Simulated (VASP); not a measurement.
Here is a VASP 6.6.1 calculation.

File INCAR:

```
PREC = Accurate ; ENCUT = 520
EDIFF = 1E-7 ; ISMEAR = 0
SIGMA = 0.05 ; LREAL = F
LASPH = T ; NELM = 100
ALGO = Normal ; ISIF = 2
LWAVE = F ; LCHARG = T
LELF = T ; LVHAR = T
NBANDS = 16
```

KPOINTS

```
regular mesh
0
Gamma
  9 9 6
```

The input POSCAR:

```
AlN
1.0
    3.0887424016      0.0000000000      0.0000000000
   -1.5443712008      2.6749293856      0.0000000000
    0.0000000000      0.0000000000      4.9437688231
Al N
2 2
Direct
    0.3116895332      0.6345162853      0.0015212672
    0.6883104668      0.3654837147      0.5015212672
    0.3526467941      0.6953554887      0.3834787328
    0.6473532059      0.3046445113      0.8834787328
```

Potentials or basis: VASP PAW LDA potentials, release 64 (Al, N).

Launch:

```console
$ cat potpaw_LDA.64/Al/POTCAR potpaw_LDA.64/N/POTCAR > POTCAR
$ mpirun -np 1 vasp_std > vasp.out
```

**Question.** What does it give for the largest force?

**Answer.** 0.473 eV/Å.

**Question.** Predict the band gap on the k mesh.

**Answer.** 4.33 eV, direct.

Stress tensor (GPa, compression positive):
```
 0.39 -0.21  0.00
-0.21  0.22  0.00
 0.00  0.00  0.55
```

Caveat: the cell differs from its parent crystal (mode 4 frozen in at -0.017 Å and mode 5 at -0.086 Å (largest displacements)). A k mesh can miss the band edges.
